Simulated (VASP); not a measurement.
# Co in VASP: settings compared

Co is run at these levels: LDA, PBEsol, PBE; tasks: single point.

Program: VASP 6.6.1. These are calculated values, not measurements. Logs are shortened: lines on timing, memory, paths and dates and some standing lists are left out, and cuts for length are marked.

## 1. The cell of the first run

The cell holds a sheet with vacuum, 1 atom: a = 2.347 Å, b = 2.347 Å, c = 23.800 Å, α = 90.00°, β = 90.00°, γ = 120.00°.

## 2. Single point, LDA, collinear spin, ferromagnetic start

The input, INCAR:

```
SYSTEM = Co
PREC = Accurate ; ENCUT = 520
EDIFF = 1E-7 ; ISMEAR = -1
SIGMA = 0.05 ; LREAL = .False.
LASPH = .True. ; NELM = 150
ALGO = Normal ; ISIF = 2
LWAVE = .False. ; LCHARG = .True.
ISPIN = 2 ; MAGMOM = 2
LORBIT = 11 ; LMAXMIX = 4
LDIPOL = .True. ; IDIPOL = 3
DIPOL = 0.5 0.5 0.294 ; LELF = .True.
LVHAR = .True. ; LVACPOTAV = .True.
NBANDS = 14
```

The input, KPOINTS:

```
Automatic mesh
0
Gamma
  13 13 1
  0 0 0
```

The input, POSCAR:

```
Co
1.0
    2.3471500000      0.0000000000      0.0000000000
   -1.1735800000      2.0326900000      0.0000000000
    0.0000000000      0.0000000000     23.8000000000
Co
1
Direct
    0.0000000000      0.0000000000      0.2941200000
```

Potentials or basis: VASP PAW LDA potentials, release 64 (Co).

Command:

```bash
> cat potpaw_LDA.64/Co/POTCAR > POTCAR
> mpirun -np 1 vasp_std > vasp.out
```

OUTCAR:

```text
SYSTEM = Co
   PREC = Accurate
   ENCUT = 520
   EDIFF = 1E-7
   ISMEAR = -1
   LREAL = .False.
   LASPH = .True.
   NELM = 150
   ISIF = 2
   ISPIN = 2
   LORBIT = 11

 ion  position               nearest neighbor table
   1  0.000  0.000  0.294-

  LATTYP: Found a hexagonal cell.
 ALAT       =     2.3471500000
 C/A-ratio  =    10.1399569691

  Lattice vectors:

 A1 = (   2.3471500000,   0.0000000000,   0.0000000000)
 A2 = (  -1.1735800000,   2.0326900000,   0.0000000000)
 A3 = (   0.0000000000,   0.0000000000,  23.8000000000)

Analysis of symmetry for initial positions (statically):
=====================================================================
 Subroutine PRICEL returns:
 Original cell was already a primitive cell.

 Routine SETGRP: Setting up the symmetry group for a
 hexagonal supercell.

 Subroutine GETGRP returns: Found 24 space group operations
 (whereof 12 operations were pure point group operations)
 out of a pool of 24 trial point group operations.

The static configuration has the point symmetry C_6v.
 The point group associated with its full space group is D_6h.

Analysis of symmetry for dynamics (positions and initial velocities):
=====================================================================
 Subroutine PRICEL returns:
 Original cell was already a primitive cell.

 Routine SETGRP: Setting up the symmetry group for a
 hexagonal supercell.

 Subroutine GETGRP returns: Found 24 space group operations
 (whereof 12 operations were pure point group operations)
 out of a pool of 24 trial point group operations.

The dynamic configuration has the point symmetry C_6v.
 The point group associated with its full space group is D_6h.

Analysis of structural, dynamic, and magnetic symmetry:
=====================================================================
 Subroutine PRICEL returns:
 Original cell was already a primitive cell.

 Routine SETGRP: Setting up the symmetry group for a
 hexagonal supercell.

 Subroutine GETGRP returns: Found 24 space group operations
 (whereof 12 operations were pure point group operations)
 out of a pool of 24 trial point group operations.

The overall configuration has the point symmetry C_6v.
 The point group associated with its full space group is D_6h.

 Subroutine INISYM returns: Found 24 space group operations
 (whereof 12 operations are pure point group operations),
 and found     1 'primitive' translations

----------------------------------------------------------------------------------------

                                     Primitive cell

  volume of cell :     113.5505

  direct lattice vectors                    reciprocal lattice vectors
     2.347150000  0.000000000  0.000000000     0.426048612  0.245980514  0.000000000
    -1.173580000  2.032690000  0.000000000     0.000000000  0.491958931  0.000000000
     0.000000000  0.000000000 23.800000000     0.000000000  0.000000000  0.042016807

  length of vectors
     2.347150000  2.347151178 23.800000000     0.491959178  0.491958931  0.042016807

  position of ions in fractional coordinates (direct lattice)
     0.000000000  0.000000000  0.294120000

  ion indices of the primitive-cell ions
   primitive index   ion index
                 1           1

----------------------------------------------------------------------------------------

 KPOINTS: Automatic mesh

Automatic generation of k-mesh.
 Grid dimensions read from file:
 generate k-points for:   13   13    1

 Generating k-lattice:

  Cartesian coordinates                     Fractional coordinates (reciprocal lattice)
     0.032772970  0.018921578  0.000000000     0.076923077  0.000000000  0.000000000
     0.000000000  0.037842995  0.000000000     0.000000000  0.076923077  0.000000000
     0.000000000  0.000000000  0.042016807     0.000000000  0.000000000  1.000000000

  Length of vectors
     0.037843014  0.037842995  0.042016807

  Shift w.r.t. Gamma in fractional coordinates (k-lattice)
     0.000000000  0.000000000  0.000000000

 Subroutine IBZKPT returns following result:
 ===========================================

 Found     21 irreducible k-points:

 Following reciprocal coordinates:
            Coordinates               Weight
  0.000000  0.000000  0.000000      1.000000
  0.076923  0.000000  0.000000      6.000000
  0.153846  0.000000  0.000000      6.000000
  0.230769  0.000000  0.000000      6.000000
  0.307692  0.000000  0.000000      6.000000
  0.384615  0.000000  0.000000      6.000000
[... 13 lines left out ...]
  0.384615  0.230769  0.000000      6.000000
  0.307692  0.307692  0.000000      6.000000
   k-points           NKPTS =     21   k-points in BZ     NKDIM =     21   number of bands    NBANDS=     14
   number of dos      NEDOS =    301   number of ions     NIONS =      1
   total plane-waves  NPLWV =  58320
   dimension x,y,z NGX =    18 NGY =   18 NGZ =  180
   dimension x,y,z NGXF=    36 NGYF=   36 NGZF=  360
   ions per type =               1
   NGX,Y,Z   is equivalent  to a cutoff of  12.75, 12.75, 12.57 a.u.
   NGXF,Y,Z  is equivalent  to a cutoff of  25.50, 25.50, 25.15 a.u.
 SYSTEM =  Co
   PREC   = accura    normal or accurate (medium, high low for compatibility)
   ISTART =      0    job   : 0-new  1-cont  2-samecut
   ICHARG =      2    charge: 1-file 2-atom 10-const
   ISPIN  =      2    spin polarized calculation?
   LNONCOLLINEAR =      F non collinear calculations
   LSORBIT =      F    spin-orbit coupling
   LASPH  =      T    aspherical Exc in radial PAW
   ENCUT  =  520.0 eV  38.22 Ry    6.18 a.u.   4.36  4.36 44.25*2*pi/ulx,y,z
   NELM   =    150;   NELMIN=  2; NELMDL= -5     # of ELM steps
   EDIFF  = 0.1E-06   stopping-criterion for ELM
   LREAL  =      F    real-space projection
   EDIFFG = 0.1E-05   stopping-criterion for IOM
   NSW    =      0    number of steps for IOM
   IBRION =     -1    ionic relax: 0-MD 1-quasi-New 2-CG
   NFREE  =      0    steps in history (QN), initial steepest desc. (CG)
   ISIF   =      2    stress and relaxation
   ISYM   =      2    0-nonsym 1-usesym 2-fastsym
   POTIM  = 0.5000    time-step for ionic-motion
   TEBEG  =    0.0;   TEEND  =   0.0 temperature during run
   PSTRESS=    0.0 pullay stress
   NELECT =       9.0000    total number of electrons
   NUPDOWN=      -1.0000    fix difference up-down
   EMIN   =  10.00;   EMAX   =-10.00  energy-range for DOS
   EFERMI =   0.00;   METHOD = LEGACY
   ISMEAR =    -1;   SIGMA  =   0.05  broadening in eV -4-tet -1-fermi 0-gaus
   EFERMI_NEDOS =   21; number of points for ismear=-14 and -15
   IALGO  =     38    algorithm
   IMIX   =      4    mixing-type and parameters
     AMIX     =   0.40;   BMIX     =  1.00
     AMIX_MAG =   1.60;   BMIX_MAG =  1.00
  volume/ion in A,a.u.               =     113.55       766.28
  Fermi-wavevector in a.u.,A,eV,Ry     =   0.703222  1.328898  6.728376  0.494522
  Thomas-Fermi vector in A             =   1.788135
   LORBIT       =     11    0 simple, 1 ext, 2 COOP (PROOUT), +10 PAW based schemes
   GGA     = CA    functional components
   LHFCALC =     F    Hartree Fock is set to
   AEXX    =    0.0000 exact exchange contribution
   IVDW    =     0    specifies the selected vdW correction
   LEPSILON=     F    determine dielectric tensor
   LRPA    =     F    only Hartree local field effects (RPA)
 spin polarized calculation
  energy-cutoff  :      520.00
  volume of cell :      113.55
 maximum number of plane-waves:      3131
 NGX is ok and might be reduce to    18
   NGX =  9   NGY =  9   NGZ = 89

 dipolmoment           0.000000      0.000000      0.000003 electrons x Angstroem

 number of electron       9.0000000 magnetization       1.6784091

 dipolmoment           0.000000      0.000000     -0.000001 electrons x Angstroem

 Free energy of the ion-electron system (eV)
  ---------------------------------------------------
  ext. energy  EPLUGINS =         0.00000000
  ---------------------------------------------------
  free energy    TOTEN  =        -6.38503564 eV

  energy without entropy =       -6.36651429  energy(sigma->0) =       -6.37577497

 E-fermi :  -4.0246     XC(G=0):  -2.1078

 val. band max:       -4.0313183404   @ k =   0.3846   0.1538   0.0000
 cond. band min:      -4.0071980773   @ k =   0.3846   0.0000   0.0000
 fundamental gap:      0.0241202631
 Fermi energy:        -4.0245832820

 spin component 1

 k-point     1 :       0.0000    0.0000    0.0000
  band No.  band energies     occupation
      1     -10.3711      1.00000
      2      -6.7026      1.00000
      3      -6.3169      1.00000
      4      -6.3168      1.00000
      5      -4.9320      1.00000
      6      -4.9320      1.00000
      7      -3.6824      0.00107
      8       1.0394      0.00000
      9       1.5773      0.00000
     10       1.6808      0.00000
     11       2.5102      0.00000
     12       2.7502      0.00000
     13       4.1170      0.00000
     14       4.4877      0.00000
[... 325 lines left out ...]
  band No.  band energies     occupation
      1      -6.9790      1.00000
      2      -6.7786      1.00000
      3      -6.4589      1.00000
      4      -6.3666      1.00000
      5      -5.4358      1.00000
      6       2.6231      0.00000
      7       5.3197      0.00000
      8       6.7122      0.00000
      9       7.4119      0.00000
     10      10.2796      0.00000
     11      10.9087      0.00000
     12      11.1784      0.00000
     13      11.9892      0.00000
     14      12.0169      0.00000
 Fermi energy:        -4.0245832820

 spin component 2

 k-point     1 :       0.0000    0.0000    0.0000
  band No.  band energies     occupation
      1      -9.9842      1.00000
      2      -5.4351      1.00000
      3      -4.9141      1.00000
      4      -4.9140      1.00000
      5      -3.6039      0.00022
      6      -3.1250      0.00000
      7      -3.1250      0.00000
      8       1.0731      0.00000
      9       1.5708      0.00000
     10       1.6877      0.00000
     11       2.5074      0.00000
     12       2.7727      0.00000
     13       4.1152      0.00000
     14       4.5200      0.00000
[... 326 lines left out ...]
      1      -5.8261      1.00000
      2      -5.3174      1.00000
      3      -5.2680      1.00000
      4      -4.7862      1.00000
      5      -3.7225      0.00237
      6       3.2329      0.00000
      7       5.8706      0.00000
      8       7.1803      0.00000
      9       7.6363      0.00000
     10      10.4523      0.00000
     11      11.0321      0.00000
     12      11.1589      0.00000
     13      11.9878      0.00000
     14      12.0267      0.00000

------------------------ aborting loop because EDIFF is reached ----------------------------------------

  FORCE on cell =-STRESS in cart. coord.  units (eV):
  Direction    XX          YY          ZZ          XY          YZ          ZX
  --------------------------------------------------------------------------------------
  -------------------------------------------------------------------------------------
  Total       -1.5103398     -1.5103375     -0.0008180      0.0000037     -0.0000000      0.0000000
  in kB      -21.3106306    -21.3105986     -0.0115420      0.0000524     -0.0000000      0.0000000
  external PRESSURE =     -14.2109237 kB  Pullay stress =       0.0000000 kB

 VOLUME and BASIS-vectors are now :
 -----------------------------------------------------------------------------
  energy-cutoff  :      520.00
  volume of cell :      113.55
      direct lattice vectors                 reciprocal lattice vectors
     2.347150000  0.000000000  0.000000000     0.426048612  0.245980514  0.000000000
    -1.173580000  2.032690000  0.000000000     0.000000000  0.491958931  0.000000000
     0.000000000  0.000000000 23.800000000     0.000000000  0.000000000  0.042016807

 POSITION                                       TOTAL-FORCE (eV/Angst)
 -----------------------------------------------------------------------------------
      0.00000      0.00000      7.00006        -0.000000      0.000000     -0.000000
 -----------------------------------------------------------------------------------
    total drift:                               -0.000000     -0.000000     -0.000013

  FREE ENERGIE OF THE ION-ELECTRON SYSTEM (eV)
  ---------------------------------------------------
  free  energy   TOTEN  =        -6.3850356388 eV

  energy  without entropy=       -6.3665142937  energy(sigma->0) =       -6.37577497

 vacuum level on the upper side and lower side of the slab         1.548         1.548

 total charge

# of ion       s       p       d       tot
------------------------------------------
    1        0.532   0.373   7.243   8.148

 magnetization (x)

# of ion       s       p       d       tot
------------------------------------------
    1        0.001  -0.027   1.719   1.693
```

Run time: 93 s. Hardware: 1 thread of Intel Xeon Platinum 8559C (Emerald Rapids), shared host; peak memory 0.22 GiB.

Results:

* Free energy: -6.3850 eV
* Net moment: 1.68 μB per cell
* Site moments: Co +1.69 μB
* Valence electrons inside the program's atomic spheres: Co 8.15

[end of part 1 of 2]
